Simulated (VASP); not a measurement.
Write the native input for VASP 6.6.1 that does the following.

```
Task                   : single point
Functional             : r2SCAN
Potentials or basis    : VASP PAW PBE potentials, release 64 (Fe)
Cutoff                 : 520 eV
k mesh                 : 6 × 6 × 6
Occupations            : fermi-dirac, width 0.1 eV
Spin                   : collinear spin, antiferromagnetic start
Starting moments       : [2.777, -2.777] μB
Dipole correction      : no
Further INCAR settings : ALGO = Normal; EDIFF = 1e-06; NBANDS = 19
```

Fe:

```
Fe
1.0
     2.88349    0.00000    0.00000
     0.00000    2.88349    0.00000
     0.00000    0.00000    2.88349
Fe
2
Direct
  0.00000 0.00000 0.00000
  0.50000 0.50000 0.50000
```

One way to write it, as run:

POSCAR

```
Fe
1.0
    2.8834856574      0.0000000000      0.0000000000
    0.0000000000      2.8834856574      0.0000000000
    0.0000000000      0.0000000000      2.8834856574
Fe
2
Direct
    0.0000000000      0.0000000000      0.0000000000
    0.5000000000      0.5000000000      0.5000000000
```

INCAR.step1

```
SYSTEM = Fe
PREC = Accurate ; ENCUT = 520
ISMEAR = -1 ; SIGMA = 0.1
LREAL = .FALSE. ; LASPH = .TRUE.
NELM = 150 ; ISPIN = 2
MAGMOM = 2.777 -2.777 ; LMAXMIX = 4
NBANDS = 19 ; GGA = PE
ALGO = Normal ; EDIFF = 1E-4
LWAVE = .TRUE. ; LCHARG = .FALSE.
```

INCAR.step2

```
SYSTEM = Fe
PREC = Accurate ; ENCUT = 520
EDIFF = 1E-6 ; ISMEAR = -1
SIGMA = 0.1 ; LREAL = .FALSE.
LASPH = .TRUE. ; NELM = 150
ALGO = Normal ; ISIF = 2
LWAVE = .FALSE. ; LCHARG = .TRUE.
ISPIN = 2 ; MAGMOM = 2.777 -2.777
LORBIT = 11 ; LMAXMIX = 4
METAGGA = R2SCAN ; LMIXTAU = .TRUE.
LELF = .TRUE. ; LVHAR = .TRUE.
NBANDS = 19 ; ISTART = 1
```

KPOINTS

```
regular mesh
0
G
  6 6 6
  0 0 0
```

Potentials or basis: VASP PAW PBE potentials, release 64 (Fe).

Command:

```sh
$ cat potpaw_PBE.64/Fe/POTCAR > POTCAR
$ cp INCAR.step1 INCAR
$ mpirun -np 1 vasp_std > vasp.out
$ cp INCAR.step2 INCAR
$ mpirun -np 1 vasp_std > vasp.out
```

Results of the run:

```json
{
 "Pressure": "0.0 GPa",
 "Band gap on the k mesh": "zero (filled and empty bands overlap)",
 "Net moment": "0.00 μB per cell",
 "Site moments": "Fe +2.44, -2.44 μB",
 "Valence electrons inside the program's atomic spheres": "Fe 7.18"
}
```

Caveat: the k points lie up to 0.36 Å⁻¹ apart, too coarse for converged energies and pressures of a metal; the PAW data sets were made with another functional, which shifts forces and pressure a little.

Run time: 2.5 min on 1 thread of Intel Xeon 8259CL, on a shared host, peak memory 0.16 GiB.
